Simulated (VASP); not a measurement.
A run of VASP 6.6.1:

File INCAR:

```
SYSTEM = Al2Zn
PREC = Accurate ; ENCUT = 520
EDIFF = 1E-6 ; ISMEAR = 0
SIGMA = 0.15 ; LREAL = .FALSE.
LASPH = .TRUE. ; NELM = 100
ALGO = Fast ; ISIF = 2
LWAVE = .FALSE. ; LCHARG = .TRUE.
GGA = PS ; LELF = .TRUE.
LVHAR = .TRUE. ; NBANDS = 16
```

The input KPOINTS:

```
regular mesh
0
G
  18 18 6
  0 0 0
```

The input POSCAR:

```
Al2Zn
1.0
    3.0105569201      0.0000000000      0.0000000000
   -1.5052784601      2.6072187724      0.0000000000
    0.0000000000      0.0000000000      5.9590963677
Al Zn
2 1
Direct
    0.3333333333      0.6666666667      0.3290843613
    0.6666666667      0.3333333333      0.6709156387
    0.0000000000      0.0000000000      0.0000000000
```

Potentials or basis: VASP PAW PBE potentials, release 64 (Al, Zn).

Run with:

```bash
$ cat potpaw_PBE.64/Al/POTCAR potpaw_PBE.64/Zn/POTCAR > POTCAR
$ mpirun -np 1 vasp_std > vasp.out
```

Hardware: 1 thread of Intel Xeon 8259CL (shared host).

How long does it take, and how much memory?

Run time: 3.6 min on 1 thread of Intel Xeon 8259CL (shared host), peak memory 0.28 GiB. Counts: scf iterations 13, k points 202.
